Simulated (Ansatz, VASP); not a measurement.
**One calculation of TiB5, two programs**

```xyz
6
Lattice="0.0000 2.8186 2.8186 2.8186 0.0000 2.8186 2.8186 2.8186 0.0000" Properties=species:S:1:pos:R:3 pbc="T T T"
Ti    0.0000    0.0000    0.0000
B     1.4093    1.4093    1.4093
B     3.4860    2.1512    2.1512
B     3.4860    3.4860    3.4860
B     2.1512    2.1512    3.4860
B     2.1512    3.4860    2.1512
```

Change from the starting cell: species swapped into the TmCu5 type (F-43m, No. 216).

Alike in both runs: functional PBE; k mesh 6 × 6 × 6; occupations gaussian, width 0.1 eV; no spin polarisation.

Ansatz relaxed the structure, and its values are those at the end. VASP's run is a single point on that final structure, the one shown.

|  | VASP | Ansatz |
| --- | --- | --- |
| version | VASP 6.6.1 | Ansatz 0.2.0 |
| potentials or method | VASP PAW PBE potentials, release 64 (Ti_sv, B), cutoff 520 eV | scalar-relativistic, plane waves, PAW |
| valence electrons in the cell | 27 | 27 |

|  | VASP | Ansatz | Ansatz less VASP |
| --- | --- | --- | --- |
| gap on the k mesh at the Fermi level (eV) | none | none | - |
| pressure (GPa) | -0.1 | -0.1 | +0.04 |

A gap of «none» marks a metal or a gap that the smearing closes. With one functional, cell and mesh, what is left measures potentials, basis and numerics.
